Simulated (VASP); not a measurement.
**AlN: single point with r2SCAN**

The system is AlN.

```
Al N
1.0
     1.55333   -2.69045    0.00000
     0.00000    0.00000   -4.97840
     9.32000    5.38090    0.00000
Al N
8 8
Cartesian
  1.5533 -0.8968 -4.9700
  3.1067 1.7936 -4.9700
  6.2133 1.7936 -4.9700
  7.7667 4.4841 -4.9700
  1.5533 0.8968 -2.4808
  4.6600 0.8968 -2.4808
  6.2133 3.5873 -2.4808
  9.3200 3.5873 -2.4808
  1.5533 -0.8968 -3.0701
  3.1067 1.7936 -3.0701
  6.2133 1.7936 -3.0701
  7.7667 4.4841 -3.0701
  1.5533 0.8968 -0.5809
  4.6600 0.8968 -0.5809
  6.2133 3.5873 -0.5809
  9.3200 3.5873 -0.5809
```

```yaml
Program: VASP 6.6.1
Task: single point
Functional: r2SCAN
Potentials_or_basis: VASP PAW PBE potentials, release 64 (Al, N)
Cutoff: 520 eV
k_mesh: 7 × 5 × 2
Occupations: gaussian, width 0.05 eV
Spin: no spin polarisation
```

- Pressure: -0.4 GPa
- Largest force: 0.005 eV/Å
- Band gap on the k mesh: 4.92 eV

Forces on the atoms (eV/Å):
```
Al   0.004  0.003  0.002
Al   0.004  0.003  0.002
Al   0.004  0.003  0.002
Al   0.004  0.003  0.002
Al  -0.004 -0.003  0.002
Al  -0.004 -0.003  0.002
Al  -0.004 -0.003  0.002
Al  -0.004 -0.003  0.002
N    0.000  0.000 -0.002
N    0.000  0.000 -0.002
N    0.000  0.000 -0.002
N    0.000  0.000 -0.002
N    0.000  0.000 -0.002
N    0.000  0.000 -0.002
N    0.000  0.000 -0.002
N    0.000  0.000 -0.002
```

Levels at points of the mesh, in eV from the valence-band top:
```tsv
k point	band 29	band 30	band 31	band 32	band 33	band 34	band 35	band 36
(0.00, 0.00, 0.00)	-0.43	-0.22	-0.22	0.00	4.92	6.45	6.56	6.94
(0.00, 0.00, 0.50)	-0.26	-0.26	-0.09	-0.09	5.75	5.75	6.84	6.84
```

It took 15 min on 1 thread of Intel Xeon 8259CL, on a shared host, peak memory 0.34 GiB.

Caveat: the PAW data sets were made with another functional, which shifts forces and pressure a little.
